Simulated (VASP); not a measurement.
# SnTe (Imm2) in VASP: single point with PBE

Aim: the single point of SnTe with PBE.

All numbers are computed with VASP 6.6.1; they aren't measurements. Logs are shortened: lines on timing, memory, paths and dates and some standing lists are left out, and cuts for length are marked.

### 1 The cell of the first run

Symmetry: Imm2, No. 44, orthorhombic system. Conventional cell: a = 4.464 Å, b = 6.313 Å, c = 4.464 Å, α = 90.00°, β = 90.00°, γ = 90.00°. Within 3.8 Å of Sn (site symmetry mm2) lie 6 Te at 2.87 to 3.47 Å. Within 3.8 Å of Te (site symmetry mm2) lie 6 Sn at 2.87 to 3.47 Å.

### 2 Single point, PBE (atom 2 (Te) moved by (-0.300, -0.300) A along x and y)

File INCAR:

```
PREC = Accurate ; ENCUT = 520
EDIFF = 1E-7 ; ISMEAR = 0
SIGMA = 0.03 ; LREAL = F
LASPH = T ; NELM = 80
ALGO = Normal ; ISIF = 2
LWAVE = F ; LCHARG = F
GGA = PE ; NBANDS = 17
```

File KPOINTS:

```
Automatic mesh
0
Gamma
  10 10 10
```

File POSCAR:

```
SnTe
1.0
    0.0000000000      3.1565000000      3.1565000000
    3.1565000000      0.0000000000      3.1565000000
    3.1565000000      3.1565000000      0.0000000000
Sn Te
1 1
Direct
    0.0000000000      0.0000000000      0.0000000000
    0.5000000000      0.5000000000      0.4049580231
```

Potentials or basis: VASP PAW PBE potentials, release 64 (Sn_d, Te).

The run is started by

```sh
cat potpaw_PBE.64/Sn_d/POTCAR potpaw_PBE.64/Te/POTCAR > POTCAR
mpirun -np 1 vasp_std > vasp.out
```

OUTCAR:

```text
PREC = Accurate
   ENCUT = 520
   EDIFF = 1E-7
   ISMEAR = 0
   LREAL = F
   LASPH = T
   NELM = 80
   ISIF = 2
   GGA = PE

 ion  position               nearest neighbor table
   1  0.000  0.000  0.000-   2 2.87   2 2.87   2 3.18   2 3.18   2 3.47   2 3.47
   2  0.500  0.500  0.405-   1 2.87   1 2.87   1 3.18   1 3.18   1 3.47   1 3.47

  LATTYP: Found a face centered cubic cell.
 ALAT       =     6.3130000000

  Lattice vectors:

 A1 = (   0.0000000000,   3.1565000000,   3.1565000000)
 A2 = (   3.1565000000,   0.0000000000,   3.1565000000)
 A3 = (   3.1565000000,   3.1565000000,   0.0000000000)

Analysis of symmetry for initial positions (statically):
=====================================================================
 Subroutine PRICEL returns:
 Original cell was already a primitive cell.

 Routine SETGRP: Setting up the symmetry group for a
 face centered cubic supercell.

 Subroutine GETGRP returns: Found  4 space group operations
 (whereof  4 operations were pure point group operations)
 out of a pool of 48 trial point group operations.

The static configuration has the point symmetry C_2v.

Analysis of symmetry for dynamics (positions and initial velocities):
=====================================================================
 Subroutine PRICEL returns:
 Original cell was already a primitive cell.

 Routine SETGRP: Setting up the symmetry group for a
 face centered cubic supercell.

 Subroutine GETGRP returns: Found  4 space group operations
 (whereof  4 operations were pure point group operations)
 out of a pool of 48 trial point group operations.

The dynamic configuration has the point symmetry C_2v.

 Subroutine INISYM returns: Found  4 space group operations
 (whereof  4 operations are pure point group operations),
 and found     1 'primitive' translations

----------------------------------------------------------------------------------------

                                     Primitive cell

  volume of cell :      62.8995

  direct lattice vectors                    reciprocal lattice vectors
     0.000000000  3.156500000  3.156500000    -0.158403295  0.158403295  0.158403295
     3.156500000  0.000000000  3.156500000     0.158403295 -0.158403295  0.158403295
     3.156500000  3.156500000  0.000000000     0.158403295  0.158403295 -0.158403295

  length of vectors
     4.463965110  4.463965110  4.463965110     0.274362555  0.274362555  0.274362555

  position of ions in fractional coordinates (direct lattice)
     0.000000000  0.000000000  0.000000000
     0.500000000  0.500000000  0.404958023

  ion indices of the primitive-cell ions
   primitive index   ion index
                 1           1
                 2           2

----------------------------------------------------------------------------------------

 KPOINTS: Automatic mesh

Automatic generation of k-mesh.
 Grid dimensions read from file:
 generate k-points for:   10   10   10

 Generating k-lattice:

  Cartesian coordinates                     Fractional coordinates (reciprocal lattice)
    -0.015840329  0.015840329  0.015840329     0.100000000  0.000000000  0.000000000
     0.015840329 -0.015840329  0.015840329     0.000000000  0.100000000  0.000000000
     0.015840329  0.015840329 -0.015840329     0.000000000  0.000000000  0.100000000

  Length of vectors
     0.027436255  0.027436255  0.027436255

  Shift w.r.t. Gamma in fractional coordinates (k-lattice)
     0.000000000  0.000000000  0.000000000

 Subroutine IBZKPT returns following result:
 ===========================================

 Found    171 irreducible k-points:

 Following reciprocal coordinates:
            Coordinates               Weight
  0.000000  0.000000  0.000000      1.000000
  0.100000  0.000000  0.000000      4.000000
  0.000000  0.000000  0.100000      4.000000
  0.200000  0.000000  0.000000      4.000000
  0.000000  0.000000  0.200000      4.000000
  0.300000  0.000000  0.000000      4.000000
[... 16 lines left out ...]
  0.000000  0.400000  0.100000      8.000000
  0.100000  0.000000  0.400000      8.000000
 [... further k-points ...]
   k-points           NKPTS =    171   k-points in BZ     NKDIM =    171   number of bands    NBANDS=     17
   number of dos      NEDOS =    301   number of ions     NIONS =      2
   total plane-waves  NPLWV =  46656
   dimension x,y,z NGX =    36 NGY =   36 NGZ =   36
   dimension x,y,z NGXF=    72 NGYF=   72 NGZF=   72
   ions per type =               1   1
   NGX,Y,Z   is equivalent  to a cutoff of  13.41, 13.41, 13.41 a.u.
   NGXF,Y,Z  is equivalent  to a cutoff of  26.81, 26.81, 26.81 a.u.
 SYSTEM =  unknown system
   PREC   = accura    normal or accurate (medium, high low for compatibility)
   ISTART =      0    job   : 0-new  1-cont  2-samecut
   ICHARG =      2    charge: 1-file 2-atom 10-const
   ISPIN  =      1    spin polarized calculation?
   LNONCOLLINEAR =      F non collinear calculations
   LSORBIT =      F    spin-orbit coupling
   LASPH  =      T    aspherical Exc in radial PAW
   ENCUT  =  520.0 eV  38.22 Ry    6.18 a.u.   8.30  8.30  8.30*2*pi/ulx,y,z
   NELM   =     80;   NELMIN=  2; NELMDL= -5     # of ELM steps
   EDIFF  = 0.1E-06   stopping-criterion for ELM
   LREAL  =      F    real-space projection
   EDIFFG = 0.1E-05   stopping-criterion for IOM
   NSW    =      0    number of steps for IOM
   IBRION =     -1    ionic relax: 0-MD 1-quasi-New 2-CG
   NFREE  =      0    steps in history (QN), initial steepest desc. (CG)
   ISIF   =      2    stress and relaxation
   ISYM   =      2    0-nonsym 1-usesym 2-fastsym
   POTIM  = 0.5000    time-step for ionic-motion
   TEBEG  =    0.0;   TEEND  =   0.0 temperature during run
   PSTRESS=    0.0 pullay stress
   NELECT =      20.0000    total number of electrons
   NUPDOWN=      -1.0000    fix difference up-down
   EMIN   =  10.00;   EMAX   =-10.00  energy-range for DOS
   EFERMI =   0.00;   METHOD = LEGACY
   ISMEAR =     0;   SIGMA  =   0.03  broadening in eV -4-tet -1-fermi 0-gaus
   EFERMI_NEDOS =   21; number of points for ismear=-14 and -15
   IALGO  =     38    algorithm
   IMIX   =      4    mixing-type and parameters
     AMIX     =   0.40;   BMIX     =  1.00
     AMIX_MAG =   1.60;   BMIX_MAG =  1.00
  volume/ion in A,a.u.               =      31.45       212.23
  Fermi-wavevector in a.u.,A,eV,Ry     =   1.117384  2.111549 16.987507  1.248547
  Thomas-Fermi vector in A             =   2.254006
   LORBIT       =      0    0 simple, 1 ext, 2 COOP (PROOUT), +10 PAW based schemes
   GGA     = PE    functional components
   LHFCALC =     F    Hartree Fock is set to
   AEXX    =    0.0000 exact exchange contribution
   IVDW    =     0    specifies the selected vdW correction
   LEPSILON=     F    determine dielectric tensor
   LRPA    =     F    only Hartree local field effects (RPA)
 non-spin polarized calculation
 Gauss-broadening in eV      SIGMA  =   0.03
  energy-cutoff  :      520.00
  volume of cell :       62.90
 maximum number of plane-waves:      1717
 NGX is ok and might be reduce to    36
   NGX = 17   NGY = 17   NGZ = 17

 number of electron      19.9999999 magnetization

 Free energy of the ion-electron system (eV)
  ---------------------------------------------------
  ext. energy  EPLUGINS =         0.00000000
  ---------------------------------------------------
  free energy    TOTEN  =        -7.42457552 eV

  energy without entropy =       -7.42450784  energy(sigma->0) =       -7.42454168

 E-fermi :   6.9417     XC(G=0):  -9.4366

 val. band max:        6.9412116954   @ k =   0.5000   0.0000   0.0000
 cond. band min:       6.9421158805   @ k =   0.5000   0.0000   0.0000
 fundamental gap:      0.0009041852
 Fermi energy:         6.9416637874

 k-point     1 :       0.0000    0.0000    0.0000
  band No.  band energies     occupation
      1     -14.9184      2.00000
      2     -14.9128      2.00000
      3     -14.9059      2.00000
      4     -14.9014      2.00000
      5     -14.8927      2.00000
      6      -6.0537      2.00000
[... 9 lines left out ...]
     16      12.5094      0.00000
     17      13.6033      0.00000

 k-point     2 :       0.1000    0.0000    0.0000
  band No.  band energies     occupation
      1     -14.9184      2.00000
      2     -14.9135      2.00000
      3     -14.9056      2.00000
      4     -14.9009      2.00000
      5     -14.8924      2.00000
      6      -5.9679      2.00000
[... 9 lines left out ...]
     16      12.3696      0.00000
     17      14.2420      0.00000

 k-point     3 :       0.0000    0.0000    0.1000
  band No.  band energies     occupation
      1     -14.9190      2.00000
      2     -14.9131      2.00000
      3     -14.9053      2.00000
      4     -14.9011      2.00000
      5     -14.8921      2.00000
      6      -5.9746      2.00000
[... 9 lines left out ...]
     16      12.4089      0.00000
     17      14.3140      0.00000

 k-point     4 :       0.2000    0.0000    0.0000
  band No.  band energies     occupation
      1     -14.9187      2.00000
      2     -14.9154      2.00000
      3     -14.9049      2.00000
      4     -14.8992      2.00000
      5     -14.8915      2.00000
      6      -5.7198      2.00000
[... 9 lines left out ...]
     16      12.5660      0.00000
     17      15.6470      0.00000
[... 343 lines left out ...]
      1     -14.9232      2.00000
      2     -14.9164      2.00000
      3     -14.9021      2.00000
      4     -14.8947      2.00000
      5     -14.8909      2.00000
      6      -5.0345      2.00000
[... 9 lines left out ...]
     16      14.8410      0.00000
     17      16.8266      0.00000

 k-point    23 :       0.0000    0.4000    0.1000
  band No.  band energies     occupation
      1     -14.9218      2.00000
      2     -14.9177      2.00000
      3     -14.9038      2.00000
      4     -14.8958      2.00000
      5     -14.8884      2.00000
      6      -5.0106      2.00000
[... 9 lines left out ...]
     16      14.7889      0.00000
     17      16.5887      0.00000

 k-point    24 :       0.1000    0.0000    0.4000
  band No.  band energies     occupation
      1     -14.9235      2.00000
      2     -14.9171      2.00000
      3     -14.9014      2.00000
      4     -14.8984      2.00000
      5     -14.8865      2.00000
      6      -5.1206      2.00000
[... 9 lines left out ...]
     16      15.0069      0.00000
     17      17.0996      0.00000

 [... further k-points ...]
[... 5 lines left out ...]
  --------------------------------------------------------------------------------------
  -------------------------------------------------------------------------------------
  Total        2.1846160      2.1846160      0.8742567      0.0273387      0.0000000      0.0000000
  in kB       55.6465583     55.6465583     22.2690737      0.6963717      0.0000000      0.0000000
  external PRESSURE =      44.5207301 kB  Pullay stress =       0.0000000 kB

 VOLUME and BASIS-vectors are now :
 -----------------------------------------------------------------------------
  energy-cutoff  :      520.00
  volume of cell :       62.90
      direct lattice vectors                 reciprocal lattice vectors
     0.000000000  3.156500000  3.156500000    -0.158403295  0.158403295  0.158403295
     3.156500000  0.000000000  3.156500000     0.158403295 -0.158403295  0.158403295
     3.156500000  3.156500000  0.000000000     0.158403295  0.158403295 -0.158403295

 POSITION                                       TOTAL-FORCE (eV/Angst)
 -----------------------------------------------------------------------------------
      0.00000      0.00000      0.00000        -0.650309     -0.650309      0.000000
      2.85650      2.85650      3.15650         0.650309      0.650309      0.000000
 -----------------------------------------------------------------------------------
    total drift:                                0.000200      0.000200      0.000000

  FREE ENERGIE OF THE ION-ELECTRON SYSTEM (eV)
  ---------------------------------------------------
  free  energy   TOTEN  =        -7.4245755230 eV

  energy  without entropy=       -7.4245078356  energy(sigma->0) =       -7.42454168
```

Wall time 79 s (1 thread of Intel Xeon 6975P-C (Granite Rapids), shared host); peak memory 0.34 GiB.

What came out:

```
Free energy            : -7.4246 eV
Pressure               : 4.5 GPa
Largest force          : 0.920 eV/Å
Band gap on the k mesh : zero (filled and empty bands touch)
```

Forces on the atoms (eV/Å):
```
Sn  -0.650 -0.650  0.000
Te   0.650  0.650  0.000
```

Stress tensor (GPa, compression positive):
```
5.56 0.07 0.00
0.07 5.56 0.00
0.00 0.00 2.23
```

Caveat: the cell differs from its parent crystal (atom 2 (Te) moved by (-0.300, -0.300) A along x and y); spin-orbit coupling is left out, which moves the levels of the heavy elements.
